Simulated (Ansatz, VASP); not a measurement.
# HfN in VASP and in Ansatz

File INCAR:

```
SYSTEM = HfN
PREC = Accurate ; ENCUT = 520
EDIFF = 1E-7 ; ISMEAR = 0
SIGMA = 0.15 ; LREAL = .FALSE.
LASPH = .TRUE. ; NELM = 60
ALGO = Fast ; ISIF = 2
LWAVE = .FALSE. ; LCHARG = .TRUE.
GGA = PS ; LELF = .TRUE.
LVHAR = .TRUE. ; NBANDS = 23
```

File KPOINTS:

```
Automatic mesh
0
G
  18 18 12
  0 0 0
```

Contents of POSCAR:

```
HfN
1.0
    0.0000000000     -2.4335341244     -2.4335341244
    0.0000000000      2.4335341244     -2.4335341244
    4.8670682487      0.0000000000      0.0000000000
Hf N
2 2
Direct
    0.4977197437      0.5000000000      0.5000000000
   -0.0022802563      0.0000000000      0.0000000000
    0.0290567851      0.5000000000      0.2500000000
    0.5290567851      0.0000000000      0.7500000000
```

Input for Ansatz:

```yaml
crystal:
  lattice:
    - [0.0, -2.4335341244, -2.4335341244]
    - [0.0, 2.4335341244, -2.4335341244]
    - [4.8670682487, 0.0, 0.0]
  atoms:
    - { symbol: Hf, position: [0.4977197437, 0.5, 0.5] }
    - { symbol: Hf, position: [-0.0022802563, 0.0, 0.0] }
    - { symbol: "N", position: [0.0290567851, 0.5, 0.25] }
    - { symbol: "N", position: [0.5290567851, 0.0, 0.75] }
basis:
  ecutwfc: 420
kpoints:
  mp_grid: { grid: [18, 18, 12] }
hamiltonian:
  xc: pbesol
scf:
  occupations: { method: gaussian, width: 0.15 }
output:
  forces: true
  stress: true
  eigenvalues: true
  write_density: true
  write_potential: true
  elf: true
  volumetric_format: npy
```

Change from the starting cell: mode 9 (515.6 1/cm) frozen in, largest displacement -0.100 Å.

Alike in both runs: task single point; functional PBEsol; k mesh 18 × 18 × 12; occupations gaussian, width 0.15 eV; no spin polarisation.

|  | VASP | Ansatz |
| --- | --- | --- |
| version | VASP 6.6.1 | Ansatz 0.2.0 |
| potentials or method | VASP PAW PBE potentials, release 64 (Hf_pv, N), cutoff 520 eV | scalar-relativistic, plane waves, PAW |
| valence electrons in the cell | 30 | 62 |

Ansatz gave:

- gap on the k mesh at the Fermi level (eV): none
- pressure (GPa): 1.3
- traceless stress, the component that is largest in VASP (GPa): -4.88
- rms of the force components (eV/Å): 0.808

Question: Estimate VASP's values.

Answer: gap on the k mesh at the Fermi level (eV): none; pressure (GPa): 0.5; traceless stress, the component that is largest in VASP (GPa): -4.91; rms of the force components (eV/Å): 0.816.

VASP's potentials were made for PBE, not for PBEsol. Atom by atom the forces differ by 0.008 eV/Å (rms over components). A gap of «none» marks a metal or a gap that the smearing closes. VASP's potentials hold 30 valence electrons a cell and Ansatz's 62, so a difference there can come from the potentials and not from the codes.

Spin-orbit coupling is off throughout.
